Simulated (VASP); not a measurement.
# Au (Im-3m) in VASP: further runs

The runs below take Au through relaxation of cell and atoms, with PBE, PBEsol, RPBE.

Everything below comes from runs of VASP 6.6.1. Logs are shortened: lines on timing, memory, paths and dates and some standing lists are left out, and cuts for length are marked.

## Step 1: The cell of the first run

Symmetry: Im-3m, No. 229, cubic system. Conventional cell: a = 3.315 Å, b = 3.315 Å, c = 3.315 Å, α = 90.00°, β = 90.00°, γ = 90.00°. Au (site symmetry m-3m) has 14 Au at 2.87 to 3.31 Å within 3.8 Å.

## Step 2: Relaxation of cell and atoms, PBE

Input file INCAR:

```
  ALGO = Fast
  EDIFF = 1E-6
  EDIFFG = -0.01
  ENCUT = 600
  GGA = PE
  IBRION = 2
  ISIF = 3
  ISMEAR = -1
  LASPH = True
  LCHARG = False
  LREAL = False
  LWAVE = False
  NELM = 80
  NSW = 60
  PREC = Accurate
  SIGMA = 0.05
```

Input file KPOINTS:

```
k-points
0
Gamma
  11 11 11
```

Input file POSCAR:

```
Au
1.0
   -1.6572690000      1.6572690000      1.6572690000
    1.6572690000     -1.6572690000      1.6572690000
    1.6572690000      1.6572690000     -1.6572690000
Au
1
Direct
    0.0000000000      0.0000000000      0.0000000000
```

Potentials or basis: VASP PAW PBE potentials, release 64 (Au).

The run is started by

```
cat potpaw_PBE.64/Au/POTCAR > POTCAR
mpirun -np 1 vasp_std > vasp.out
```

OUTCAR:

```text
EDIFF = 1E-6
   EDIFFG = -0.01
   ENCUT = 600
   GGA = PE
   IBRION = 2
   ISIF = 3
   ISMEAR = -1
   LASPH = True
   LREAL = False
   NELM = 80
   NSW = 60
   PREC = Accurate

 ion  position               nearest neighbor table
   1  0.000  0.000  0.000-

  LATTYP: Found a body centered cubic cell.
 ALAT       =     3.3145380000

  Lattice vectors:

 A1 = (  -1.6572690000,   1.6572690000,   1.6572690000)
 A2 = (   1.6572690000,  -1.6572690000,   1.6572690000)
 A3 = (   1.6572690000,   1.6572690000,  -1.6572690000)

Analysis of symmetry for initial positions (statically):
=====================================================================
 Subroutine PRICEL returns:
 Original cell was already a primitive cell.

 Routine SETGRP: Setting up the symmetry group for a
 body centered cubic supercell.

 Subroutine GETGRP returns: Found 48 space group operations
 (whereof 48 operations were pure point group operations)
 out of a pool of 48 trial point group operations.

The static configuration has the point symmetry O_h .

Analysis of symmetry for dynamics (positions and initial velocities):
=====================================================================
 Subroutine PRICEL returns:
 Original cell was already a primitive cell.

 Routine SETGRP: Setting up the symmetry group for a
 body centered cubic supercell.

 Subroutine GETGRP returns: Found 48 space group operations
 (whereof 48 operations were pure point group operations)
 out of a pool of 48 trial point group operations.

The dynamic configuration has the point symmetry O_h .

 Subroutine INISYM returns: Found 48 space group operations
 (whereof 48 operations are pure point group operations),
 and found     1 'primitive' translations

----------------------------------------------------------------------------------------

                                     Primitive cell

  volume of cell :      18.2070

  direct lattice vectors                    reciprocal lattice vectors
    -1.657269000  1.657269000  1.657269000     0.000000000  0.301701172  0.301701172
     1.657269000 -1.657269000  1.657269000     0.301701172  0.000000000  0.301701172
     1.657269000  1.657269000 -1.657269000     0.301701172  0.301701172  0.000000000

  length of vectors
     2.870474110  2.870474110  2.870474110     0.426669890  0.426669890  0.426669890

  position of ions in fractional coordinates (direct lattice)
     0.000000000  0.000000000  0.000000000

  ion indices of the primitive-cell ions
   primitive index   ion index
                 1           1

----------------------------------------------------------------------------------------

 KPOINTS: k-points

Automatic generation of k-mesh.
 Grid dimensions read from file:
 generate k-points for:   11   11   11

 Generating k-lattice:

  Cartesian coordinates                     Fractional coordinates (reciprocal lattice)
     0.000000000  0.027427379  0.027427379     0.090909091  0.000000000  0.000000000
     0.027427379  0.000000000  0.027427379     0.000000000  0.090909091  0.000000000
     0.027427379  0.027427379  0.000000000     0.000000000  0.000000000  0.090909091

  Length of vectors
     0.038788172  0.038788172  0.038788172

  Shift w.r.t. Gamma in fractional coordinates (k-lattice)
     0.000000000  0.000000000  0.000000000

 Subroutine IBZKPT returns following result:
 ===========================================

 Found     56 irreducible k-points:

 Following reciprocal coordinates:
            Coordinates               Weight
  0.000000  0.000000  0.000000      1.000000
  0.090909  0.000000  0.000000     12.000000
  0.181818  0.000000  0.000000     12.000000
  0.272727  0.000000  0.000000     12.000000
  0.363636  0.000000  0.000000     12.000000
  0.454545  0.000000  0.000000     12.000000
[... 16 lines left out ...]
  0.272727  0.181818  0.090909     48.000000
  0.363636  0.181818  0.090909     24.000000
 [... further k-points ...]
   k-points           NKPTS =     56   k-points in BZ     NKDIM =     56   number of bands    NBANDS=      9
   number of dos      NEDOS =    301   number of ions     NIONS =      1
   total plane-waves  NPLWV =  13824
   dimension x,y,z NGX =    24 NGY =   24 NGZ =   24
   dimension x,y,z NGXF=    48 NGYF=   48 NGZF=   48
   ions per type =               1
   NGX,Y,Z   is equivalent  to a cutoff of  13.90, 13.90, 13.90 a.u.
   NGXF,Y,Z  is equivalent  to a cutoff of  27.80, 27.80, 27.80 a.u.
 SYSTEM =  unknown system
   PREC   = accura    normal or accurate (medium, high low for compatibility)
   ISTART =      0    job   : 0-new  1-cont  2-samecut
   ICHARG =      2    charge: 1-file 2-atom 10-const
   ISPIN  =      1    spin polarized calculation?
   LNONCOLLINEAR =      F non collinear calculations
   LSORBIT =      F    spin-orbit coupling
   LASPH  =      T    aspherical Exc in radial PAW
   ENCUT  =  600.0 eV  44.10 Ry    6.64 a.u.   5.73  5.73  5.73*2*pi/ulx,y,z
   NELM   =     80;   NELMIN=  2; NELMDL= -5     # of ELM steps
   EDIFF  = 0.1E-05   stopping-criterion for ELM
   LREAL  =      F    real-space projection
   EDIFFG = -.1E-01   stopping-criterion for IOM
   NSW    =     60    number of steps for IOM
   IBRION =      2    ionic relax: 0-MD 1-quasi-New 2-CG
   NFREE  =      1    steps in history (QN), initial steepest desc. (CG)
   ISIF   =      3    stress and relaxation
   ISYM   =      2    0-nonsym 1-usesym 2-fastsym
   POTIM  = 0.5000    time-step for ionic-motion
   TEBEG  =    0.0;   TEEND  =   0.0 temperature during run
   PSTRESS=    0.0 pullay stress
   NELECT =      11.0000    total number of electrons
   NUPDOWN=      -1.0000    fix difference up-down
   EMIN   =  10.00;   EMAX   =-10.00  energy-range for DOS
   EFERMI =   0.00;   METHOD = LEGACY
   ISMEAR =    -1;   SIGMA  =   0.05  broadening in eV -4-tet -1-fermi 0-gaus
   EFERMI_NEDOS =   21; number of points for ismear=-14 and -15
   IALGO  =     68    algorithm
   IMIX   =      4    mixing-type and parameters
     AMIX     =   0.40;   BMIX     =  1.00
     AMIX_MAG =   1.60;   BMIX_MAG =  1.00
  volume/ion in A,a.u.               =      18.21       122.87
  Fermi-wavevector in a.u.,A,eV,Ry     =   1.383968  2.615320 26.060157  1.915367
  Thomas-Fermi vector in A             =   2.508516
   LORBIT       =      0    0 simple, 1 ext, 2 COOP (PROOUT), +10 PAW based schemes
   GGA     = PE    functional components
   LHFCALC =     F    Hartree Fock is set to
   AEXX    =    0.0000 exact exchange contribution
   IVDW    =     0    specifies the selected vdW correction
   LEPSILON=     F    determine dielectric tensor
   LRPA    =     F    only Hartree local field effects (RPA)
 conjugate gradient relaxation of ions
 non-spin polarized calculation
 RMM-DIIS sequential band-by-band and
  energy-cutoff  :      600.00
  volume of cell :       18.21
 maximum number of plane-waves:       621
   NGX = 11   NGY = 11   NGZ = 11

--------------------------------------- Ionic step        1  -------------------------------------------

 number of electron      10.9999998 magnetization

 Free energy of the ion-electron system (eV)
  ---------------------------------------------------
  ext. energy  EPLUGINS =         0.00000000
  ---------------------------------------------------
  free energy    TOTEN  =        -3.19652954 eV

  energy without entropy =       -3.19068694  energy(sigma->0) =       -3.19360824

------------------------ aborting loop because EDIFF is reached ----------------------------------------

  FORCE on cell =-STRESS in cart. coord.  units (eV):
  Direction    XX          YY          ZZ          XY          YZ          ZX
  --------------------------------------------------------------------------------------
  -------------------------------------------------------------------------------------
  Total       -0.1067101     -0.1067101     -0.1067101      0.0000000     -0.0000000      0.0000000
  in kB       -9.3902453     -9.3902453     -9.3902453      0.0000000     -0.0000000      0.0000000
  external PRESSURE =      -9.3902453 kB  Pullay stress =       0.0000000 kB
[... 55 lines left out ...]
  energy  without entropy=       -3.1905901839  energy(sigma->0) =       -3.19356904

--------------------------------------- Ionic step        3  -------------------------------------------

 number of electron      10.9999999 magnetization

 Free energy of the ion-electron system (eV)
  ---------------------------------------------------
  ext. energy  EPLUGINS =         0.00000000
  ---------------------------------------------------
  free energy    TOTEN  =        -3.19699201 eV

  energy without entropy =       -3.19108270  energy(sigma->0) =       -3.19403736

 E-fermi :   8.4214     XC(G=0): -12.3699

 val. band max:        8.4211444460   @ k =  -0.3636   0.4545   0.0909
 cond. band min:       8.4556683908   @ k =  -0.2727   0.4545   0.0909
 fundamental gap:      0.0345239449
 Fermi energy:         8.4214041722

 k-point     1 :       0.0000    0.0000    0.0000
  band No.  band energies     occupation
      1      -0.7106      2.00000
      2       3.9858      2.00000
      3       3.9858      2.00000
      4       3.9858      2.00000
      5       5.7446      2.00000
      6       5.7446      2.00000
      7      25.0373      0.00000
      8      25.0373      0.00000
      9      25.0373      0.00000
[... 265 lines left out ...]
 k-point    24 :       0.3636    0.1818    0.0909
  band No.  band energies     occupation
      1       2.6631      2.00000
      2       3.1672      2.00000
      3       4.7253      2.00000
      4       5.7945      2.00000
      5       5.9729      2.00000
      6      11.4736      0.00000
      7      11.7755      0.00000
      8      17.2678      0.00000
      9      19.8802      0.00000

 [... further k-points ...]
[... 5 lines left out ...]
  --------------------------------------------------------------------------------------
  -------------------------------------------------------------------------------------
  Total        0.0008462      0.0008462      0.0008462      0.0000000      0.0000000      0.0000000
  in kB        0.0750499      0.0750499      0.0750499      0.0000000      0.0000000      0.0000000
  external PRESSURE =       0.0750499 kB  Pullay stress =       0.0000000 kB
[... 16 lines left out ...]
  FREE ENERGIE OF THE ION-ELECTRON SYSTEM (eV)
  ---------------------------------------------------
  free  energy   TOTEN  =        -3.1969920144 eV

  energy  without entropy=       -3.1910827045  energy(sigma->0) =       -3.19403736

 reached required accuracy - stopping structural energy minimisation
```

Wall time 8 s (1 thread of Intel Xeon 6975P-C (Granite Rapids), shared host); peak memory 0.15 GiB.

Results:

```
Free energy                            : -3.1970 eV
Relaxed volume                         : 18.06 Å³/atom
Relaxed cell                           : a = 2.863 Å, b = 2.863 Å, c = 2.863 Å, α = 109.47°, β = 109.47°, γ = 109.47°
Space group after relaxing (to 0.05 Å) : Im-3m (No. 229)
Energy gained by relaxing              : 0.5 meV/atom
Ionic steps                            : 3
Pressure after relaxing                : 0.0 GPa
```

Step by step:
```csv
step,energy change (eV),largest force (eV/Å),pressure (GPa),volume (Å³)
1,0.0000,0.0000,-0.94,18.21
2,0.0000,0.0000,0.96,17.93
3,-0.0005,0.0000,0.01,18.06
```

Final structure:
```
CELL_PARAMETERS angstrom
-1.65292 1.65292 1.65292
1.65292 -1.65292 1.65292
1.65292 1.65292 -1.65292
ATOMIC_POSITIONS crystal
Au 0.00000 0.00000 0.00000
```

Levels at points of the mesh, in eV from the Fermi level:
| k point | band 3 | band 4 | band 5 | band 6 | band 7 | band 8 | band 9 |
| --- | --- | --- | --- | --- | --- | --- | --- |
| (0.00, 0.00, 0.00) | -4.44 | -4.44 | -2.68 | -2.68 | 16.62 | 16.62 | 16.62 |

Caveat: spin-orbit coupling is left out, which moves the levels of the heavy elements.

(Continued in part 2 of 2.)
